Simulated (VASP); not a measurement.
Runs of VASP 6.6.1 on MgSb2. The structure is that of space group Cmcm (No. 63), or close to it. The cells are those of the table. 

```tsv
cell	gap on the mesh (eV)	pressure (GPa)	largest force (eV/Å)
a = 5.505, b = 5.505, c = 5.569 Å, angles 90.0, 90.0, 64.1°, 6 atoms	none	-1.2	0.30
a = 5.561, b = 5.561, c = 5.626 Å, angles 90.0, 90.0, 64.1°, 6 atoms	none	(b)	0.26
a = 5.615, b = 5.615, c = 5.681 Å, angles 90.0, 90.0, 64.1°, 6 atoms	none	-3.9	0.23
a = 5.448, b = 5.448, c = 5.512 Å, angles 90.0, 90.0, 64.1°, 6 atoms	none	(c)	0.34
a = 5.669, b = 5.669, c = 5.735 Å, angles 90.0, 90.0, 64.1°, 6 atoms	none	(a)	0.20
```

Alike in all rows: task single point; level PBEsol; potentials or basis VASP PAW PBE potentials, release 64 (Mg, Sb); no spin polarisation; k mesh 4 × 4 × 4; cutoff (eV) 520; smearing fermi-dirac 0.1 eV.

Task: Fill in the values left out.

Result: (a) -4.9; (b) -2.7; (c) 0.5.

Caveats: the PAW data sets were made with another functional, which shifts forces and pressure a little; spin-orbit coupling is left out, which moves the levels of the heavy elements.

A k mesh can miss the band edges, and the runs leave out spin-orbit coupling on Sb.

A gap of «none» marks levels without a gap at the run's occupations.
